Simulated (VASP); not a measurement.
# TiAl3 (P2/m) in VASP: single point with PBEsol

Aim: the single point of TiAl3 with PBEsol.

Program: VASP 6.6.1. These are calculated values, not measurements. Logs are shortened: lines on timing, memory, paths and dates and some standing lists are left out, and cuts for length are marked.

## 1. The cell of the first run

It takes space group P2/m (No. 10, monoclinic). Conventional cell: a = 3.948 Å, b = 3.948 Å, c = 3.977 Å, α = 90.00°, β = 96.84°, γ = 90.00°. Ti (site symmetry 2/m) has 12 Al at 2.63 to 2.96 Å within 3.5 Å. Al (site symmetry 2/m) has 8 Al at 2.63 to 2.96 Å and 4 Ti at 2.79 Å within 3.5 Å. Al (site symmetry 2/m) has 4 Ti at 2.63 to 2.96 Å and 8 Al at 2.79 to 2.80 Å within 3.5 Å. Within 3.5 Å of Al (site symmetry 2/m) lie 8 Al at 2.63 to 2.96 Å and 4 Ti at 2.80 Å.

## 2. Single point, PBEsol (shear of c along a, cell held: +12.0 %)

INCAR

```
SYSTEM = TiAl3
PREC = Accurate
ENCUT = 520
EDIFF = 1E-7
ISMEAR = 0
SIGMA = 0.1
LREAL = .False.
LASPH = .True.
NELM = 100
ALGO = Fast
ISIF = 2
LWAVE = .False.
LCHARG = .True.
GGA = PS
LELF = .True.
LVHAR = .True.
NBANDS = 18
```

KPOINTS

```
Automatic mesh
0
Gamma
  14 14 14
  0 0 0
```

POSCAR

```
TiAl3
1.0
    3.9483448104      0.0000000000      0.0000000000
    0.0000000000      3.9483448104      0.0000000000
    0.4738013772      0.0000000000      3.9483448104
Ti Al
1 3
Direct
    0.0000000000      0.0000000000      0.0000000000
    0.5000000000      0.5000000000      0.0000000000
    0.5000000000      0.0000000000      0.5000000000
    0.0000000000      0.5000000000      0.5000000000
```

Potentials or basis: VASP PAW PBE potentials, release 64 (Ti_sv, Al).

Run with:

```bash
$ cat potpaw_PBE.64/Ti_sv/POTCAR potpaw_PBE.64/Al/POTCAR > POTCAR
$ mpirun -np 1 vasp_std > vasp.out
```

OUTCAR:

```text
SYSTEM = TiAl3
   PREC = Accurate
   ENCUT = 520
   EDIFF = 1E-7
   ISMEAR = 0
   LREAL = .False.
   LASPH = .True.
   NELM = 100
   ISIF = 2
   GGA = PS

 ion  position               nearest neighbor table
   1  0.000  0.000  0.000-   3 2.63   3 2.63   2 2.79   2 2.79   2 2.79   2 2.79   4 2.80   4 2.80
                             4 2.80   4 2.80   3 2.96   3 2.96
   2  0.500  0.500  0.000-   4 2.63   4 2.63   1 2.79   1 2.79   1 2.79   1 2.79   3 2.80   3 2.80
                             3 2.80   3 2.80   4 2.96   4 2.96
   3  0.500  0.000  0.500-   1 2.63   1 2.63   4 2.79   4 2.79   4 2.79   4 2.79   2 2.80   2 2.80
                             2 2.80   2 2.80   1 2.96   1 2.96
   4  0.000  0.500  0.500-   2 2.63   2 2.63   3 2.79   3 2.79   3 2.79   3 2.79   1 2.80   1 2.80
                             1 2.80   1 2.80   2 2.96   2 2.96

  LATTYP: Found a simple monoclinic cell.
 ALAT       =     3.9483448104
 B/A-ratio  =     1.0000000000
 C/A-ratio  =     1.0071742650
 COS(beta)  =    -0.1191452206

  Lattice vectors:

 A1 = (   3.9483448104,   0.0000000000,   0.0000000000)
 A2 = (   0.0000000000,  -3.9483448104,   0.0000000000)
 A3 = (  -0.4738013772,   0.0000000000,  -3.9483448104)

Analysis of symmetry for initial positions (statically):
=====================================================================
 Subroutine PRICEL returns:
 Original cell was already a primitive cell.

 Routine SETGRP: Setting up the symmetry group for a
 simple monoclinic supercell.

 Subroutine GETGRP returns: Found  4 space group operations
 (whereof  4 operations were pure point group operations)
 out of a pool of  4 trial point group operations.

The static configuration has the point symmetry C_2h.

Analysis of symmetry for dynamics (positions and initial velocities):
=====================================================================
 Subroutine PRICEL returns:
 Original cell was already a primitive cell.

 Routine SETGRP: Setting up the symmetry group for a
 simple monoclinic supercell.

 Subroutine GETGRP returns: Found  4 space group operations
 (whereof  4 operations were pure point group operations)
 out of a pool of  4 trial point group operations.

The dynamic configuration has the point symmetry C_2h.

 Subroutine INISYM returns: Found  4 space group operations
 (whereof  4 operations are pure point group operations),
 and found     1 'primitive' translations

----------------------------------------------------------------------------------------

                                     Primitive cell

  volume of cell :      61.5524

  direct lattice vectors                    reciprocal lattice vectors
     3.948344810  0.000000000  0.000000000     0.253270686  0.000000000 -0.030392482
     0.000000000  3.948344810  0.000000000     0.000000000  0.253270686  0.000000000
     0.473801377  0.000000000  3.948344810     0.000000000  0.000000000  0.253270686

  length of vectors
     3.948344810  3.948344810  3.976671282     0.255087717  0.253270686  0.253270686

  position of ions in fractional coordinates (direct lattice)
     0.000000000  0.000000000  0.000000000
     0.500000000  0.500000000  0.000000000
     0.500000000  0.000000000  0.500000000
     1.000000000  0.500000000  0.500000000

  ion indices of the primitive-cell ions
   primitive index   ion index
                 1           1
                 2           2
                 3           3
                 4           4

----------------------------------------------------------------------------------------

 KPOINTS: Automatic mesh

Automatic generation of k-mesh.
 Grid dimensions read from file:
 generate k-points for:   14   14   14

 Generating k-lattice:

  Cartesian coordinates                     Fractional coordinates (reciprocal lattice)
     0.018090763  0.000000000 -0.002170892     0.071428571  0.000000000  0.000000000
     0.000000000  0.018090763  0.000000000     0.000000000  0.071428571  0.000000000
     0.000000000  0.000000000  0.018090763     0.000000000  0.000000000  0.071428571

  Length of vectors
     0.018220551  0.018090763  0.018090763

  Shift w.r.t. Gamma in fractional coordinates (k-lattice)
     0.000000000  0.000000000  0.000000000

 Subroutine IBZKPT returns following result:
 ===========================================

 Found    800 irreducible k-points:

 Following reciprocal coordinates:
            Coordinates               Weight
  0.000000  0.000000  0.000000      1.000000
  0.071429  0.000000  0.000000      2.000000
  0.142857  0.000000 -0.000000      2.000000
  0.214286  0.000000  0.000000      2.000000
  0.285714  0.000000  0.000000      2.000000
  0.357143  0.000000 -0.000000      2.000000
[... 16 lines left out ...]
  0.428571  0.142857  0.000000      4.000000
  0.500000  0.142857 -0.000000      2.000000
 [... further k-points ...]
   k-points           NKPTS =    800   k-points in BZ     NKDIM =    800   number of bands    NBANDS=     18
   number of dos      NEDOS =    301   number of ions     NIONS =      4
   total plane-waves  NPLWV =  27000
   dimension x,y,z NGX =    30 NGY =   30 NGZ =   30
   dimension x,y,z NGXF=    60 NGYF=   60 NGZF=   60
   ions per type =               1   3
   NGX,Y,Z   is equivalent  to a cutoff of  12.63, 12.63, 12.54 a.u.
   NGXF,Y,Z  is equivalent  to a cutoff of  25.26, 25.26, 25.08 a.u.
 SYSTEM =  TiAl3
   PREC   = accura    normal or accurate (medium, high low for compatibility)
   ISTART =      0    job   : 0-new  1-cont  2-samecut
   ICHARG =      2    charge: 1-file 2-atom 10-const
   ISPIN  =      1    spin polarized calculation?
   LNONCOLLINEAR =      F non collinear calculations
   LSORBIT =      F    spin-orbit coupling
   LASPH  =      T    aspherical Exc in radial PAW
   ENCUT  =  520.0 eV  38.22 Ry    6.18 a.u.   7.34  7.34  7.39*2*pi/ulx,y,z
   NELM   =    100;   NELMIN=  2; NELMDL= -5     # of ELM steps
   EDIFF  = 0.1E-06   stopping-criterion for ELM
   LREAL  =      F    real-space projection
   EDIFFG = 0.1E-05   stopping-criterion for IOM
   NSW    =      0    number of steps for IOM
   IBRION =     -1    ionic relax: 0-MD 1-quasi-New 2-CG
   NFREE  =      0    steps in history (QN), initial steepest desc. (CG)
   ISIF   =      2    stress and relaxation
   ISYM   =      2    0-nonsym 1-usesym 2-fastsym
   POTIM  = 0.5000    time-step for ionic-motion
   TEBEG  =    0.0;   TEEND  =   0.0 temperature during run
   PSTRESS=    0.0 pullay stress
   NELECT =      21.0000    total number of electrons
   NUPDOWN=      -1.0000    fix difference up-down
   EMIN   =  10.00;   EMAX   =-10.00  energy-range for DOS
   EFERMI =   0.00;   METHOD = LEGACY
   ISMEAR =     0;   SIGMA  =   0.10  broadening in eV -4-tet -1-fermi 0-gaus
   EFERMI_NEDOS =   21; number of points for ismear=-14 and -15
   IALGO  =     68    algorithm
   IMIX   =      4    mixing-type and parameters
     AMIX     =   0.40;   BMIX     =  1.00
     AMIX_MAG =   1.60;   BMIX_MAG =  1.00
  volume/ion in A,a.u.               =      15.39       103.84
  Fermi-wavevector in a.u.,A,eV,Ry     =   1.143930  2.161715 17.804261  1.308576
  Thomas-Fermi vector in A             =   2.280624
   LORBIT       =      0    0 simple, 1 ext, 2 COOP (PROOUT), +10 PAW based schemes
   GGA     = PS    functional components
   LHFCALC =     F    Hartree Fock is set to
   AEXX    =    0.0000 exact exchange contribution
   IVDW    =     0    specifies the selected vdW correction
   LEPSILON=     F    determine dielectric tensor
   LRPA    =     F    only Hartree local field effects (RPA)
 non-spin polarized calculation
 RMM-DIIS sequential band-by-band and
 Gauss-broadening in eV      SIGMA  =   0.10
  energy-cutoff  :      520.00
  volume of cell :       61.55
 maximum number of plane-waves:      1685
 NGX is ok and might be reduce to    30
   NGX = 15   NGY = 15   NGZ = 15

 number of electron      20.9999996 magnetization

 Free energy of the ion-electron system (eV)
  ---------------------------------------------------
  ext. energy  EPLUGINS =         0.00000000
  ---------------------------------------------------
  free energy    TOTEN  =       -21.89679975 eV

  energy without entropy =      -21.88491883  energy(sigma->0) =      -21.89085929

 E-fermi :   9.0690     XC(G=0): -10.9317

 val. band max:        9.0688813672   @ k =   0.3571   0.4286   0.0714
 cond. band min:       9.0700088210   @ k =   0.2143   0.0714   0.1429
 fundamental gap:      0.0011274538
 Fermi energy:         9.0690003008

 k-point     1 :       0.0000    0.0000    0.0000
  band No.  band energies     occupation
      1     -47.6324      2.00000
      2     -24.0806      2.00000
      3     -24.0563      2.00000
      4     -23.9890      2.00000
      5      -1.7499      2.00000
      6       5.9622      2.00000
[... 10 lines left out ...]
     17      13.4895      0.00000
     18      14.9203      0.00000

 k-point     2 :       0.0714    0.0000    0.0000
  band No.  band energies     occupation
      1     -47.6323      2.00000
      2     -24.0811      2.00000
      3     -24.0562      2.00000
      4     -23.9895      2.00000
      5      -1.6992      2.00000
      6       5.5872      2.00000
[... 10 lines left out ...]
     17      13.6766      0.00000
     18      14.8239      0.00000

 k-point     3 :       0.1429    0.0000   -0.0000
  band No.  band energies     occupation
      1     -47.6322      2.00000
      2     -24.0825      2.00000
      3     -24.0560      2.00000
      4     -23.9909      2.00000
      5      -1.5478      2.00000
      6       4.7907      2.00000
[... 10 lines left out ...]
     17      13.7957      0.00000
     18      14.4613      0.00000

 k-point     4 :       0.2143    0.0000    0.0000
  band No.  band energies     occupation
      1     -47.6320      2.00000
      2     -24.0847      2.00000
      3     -24.0557      2.00000
      4     -23.9928      2.00000
      5      -1.2978      2.00000
      6       3.9199      2.00000
[... 375 lines left out ...]
      4     -23.9961      2.00000
      5      -0.3387      2.00000
      6       2.4116      2.00000
[... 10 lines left out ...]
     17      13.3577      0.00000
     18      15.2283      0.00000

 k-point    23 :       0.4286    0.1429    0.0000
  band No.  band energies     occupation
      1     -47.6314      2.00000
      2     -24.0908      2.00000
      3     -24.0586      2.00000
      4     -23.9972      2.00000
      5       0.1415      2.00000
      6       1.6967      2.00000
[... 10 lines left out ...]
     17      13.1856      0.00000
     18      14.7303      0.00000

 k-point    24 :       0.5000    0.1429   -0.0000
  band No.  band energies     occupation
      1     -47.6313      2.00000
      2     -24.0915      2.00000
      3     -24.0585      2.00000
      4     -23.9976      2.00000
      5       0.4680      2.00000
      6       1.2913      2.00000
[... 10 lines left out ...]
     17      13.1330      0.00000
     18      14.7603      0.00000

 [... further k-points ...]

------------------------ aborting loop because EDIFF is reached ----------------------------------------

  FORCE on cell =-STRESS in cart. coord.  units (eV):
  Direction    XX          YY          ZZ          XY          YZ          ZX
  --------------------------------------------------------------------------------------
  -------------------------------------------------------------------------------------
  Total        0.9467237     -0.3201015      1.5686940      0.0000000      0.0000000     -3.7860113
  in kB       24.6427182     -8.3320742     40.8322779      0.0000000      0.0000000    -98.5478775
  external PRESSURE =      19.0476406 kB  Pullay stress =       0.0000000 kB

 VOLUME and BASIS-vectors are now :
 -----------------------------------------------------------------------------
  energy-cutoff  :      520.00
  volume of cell :       61.55
      direct lattice vectors                 reciprocal lattice vectors
     3.948344810  0.000000000  0.000000000     0.253270686  0.000000000 -0.030392482
     0.000000000  3.948344810  0.000000000     0.000000000  0.253270686  0.000000000
     0.473801377  0.000000000  3.948344810     0.000000000  0.000000000  0.253270686

 POSITION                                       TOTAL-FORCE (eV/Angst)
 -----------------------------------------------------------------------------------
      0.00000      0.00000      0.00000         0.000000      0.000000      0.000000
      1.97417      1.97417      0.00000        -0.000000      0.000000      0.000000
      2.21107      0.00000      1.97417        -0.000000      0.000000      0.000000
      0.23690      1.97417      1.97417        -0.000000      0.000000      0.000000
 -----------------------------------------------------------------------------------
    total drift:                               -0.000000     -0.000000      0.000000

  FREE ENERGIE OF THE ION-ELECTRON SYSTEM (eV)
  ---------------------------------------------------
  free  energy   TOTEN  =       -21.8967997452 eV

  energy  without entropy=      -21.8849188290  energy(sigma->0) =      -21.89085929
```

Run time: 30 min. Hardware: 1 thread of Oxide Virtual Turin-like, shared host; peak memory 0.81 GiB.

Results:

```yaml
Free_energy: -21.8968 eV
Pressure: 1.9 GPa
Band_gap_on_the_k_mesh: zero (an odd number of electrons rules out a gap without spin polarisation)
```

Stress tensor (GPa, compression positive):
```
 2.46  0.00 -9.85
 0.00 -0.83  0.00
-9.85  0.00  4.08
```

Caveat: the cell differs from its parent crystal (shear of c along a, cell held: +12.0 %); the PAW data sets were made with another functional, which shifts forces and pressure a little.
